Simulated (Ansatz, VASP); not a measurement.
## RbBr: VASP beside Ansatz

```
Rb Br
1.0
     4.66033    0.00000    0.00000
    -2.33017    4.03597    0.00000
     0.00000    0.00000    4.45280
Rb Br
1 1
Direct
  0.33333 0.66667 0.92025
  0.00000 0.00000 0.43420
```

Alike in both runs: functional PBE; k mesh 4 × 4 × 3; occupations gaussian, width 0.15 eV; no spin polarisation.

Ansatz relaxed the structure, and its values are those at the end. VASP's run is a single point on that final structure, the one shown.

```csv
,VASP,Ansatz
version,VASP 6.6.1,Ansatz 0.2.0
potentials or method,"VASP PAW PBE potentials, release 64 (Rb_sv, Br), cutoff 500 eV","scalar-relativistic, plane waves, PAW"
valence electrons in the cell,16,16
```

```csv
,VASP,Ansatz,Ansatz less VASP
gap on the k mesh at the Fermi level (eV),4.06,4.06,+0.001
least direct gap on the mesh (eV),4.06,4.06,+0.001
pressure (GPa),0.3,0.3,-0.02
rms of the force components (eV/Å),0.038,0.038,-0.0005
```

The k mesh is coarse, so the values compare programs but aren't converged.
